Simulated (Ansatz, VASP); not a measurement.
**One calculation of TiSi16, two programs**

```
Si Ti
1.0
     0.00000    5.43000    5.43000
     5.43000    0.00000    5.43000
     5.43000    5.43000    0.00000
Si Ti
16 1
Direct
  0.99121 0.00103 0.00637
  0.11361 0.12788 0.12764
  0.99119 0.00932 0.50171
  0.11408 0.12487 0.63597
  0.99143 0.50163 0.00527
  0.11371 0.63056 0.12785
  0.99156 0.49747 0.50189
  0.12362 0.62653 0.62321
  0.48755 0.00885 0.00445
  0.62067 0.12562 0.12782
  0.48795 0.00519 0.50223
  0.61112 0.14414 0.62370
  0.48760 0.49875 0.00493
  0.60982 0.62618 0.13746
  0.48573 0.50780 0.49995
  0.61143 0.62114 0.62426
  0.73789 0.75561 0.75137
```

Alike in both runs: functional PBEsol; k mesh 2 × 2 × 2; occupations gaussian, width 0.02 eV; no spin polarisation.

Ansatz relaxed the structure, and its values are those at the end. VASP's run is a single point on that final structure, the one shown.

|  | VASP | Ansatz |
| --- | --- | --- |
| version | VASP 6.6.1 | Ansatz 0.2.0 |
| potentials or method | VASP PAW PBE potentials, release 64 (Si, Ti_sv), cutoff 520 eV | scalar-relativistic, plane waves, PAW |
| valence electrons in the cell | 76 | 76 |

|  | VASP | Ansatz | Ansatz less VASP |
| --- | --- | --- | --- |
| rms of the force components (eV/Å) | 0.004 | 0.004 | -0.0002 |

VASP's potentials were made for PBE, not for PBEsol, and Ansatz warns of the same on its side.

The k mesh is coarse, so the values compare programs but aren't converged.
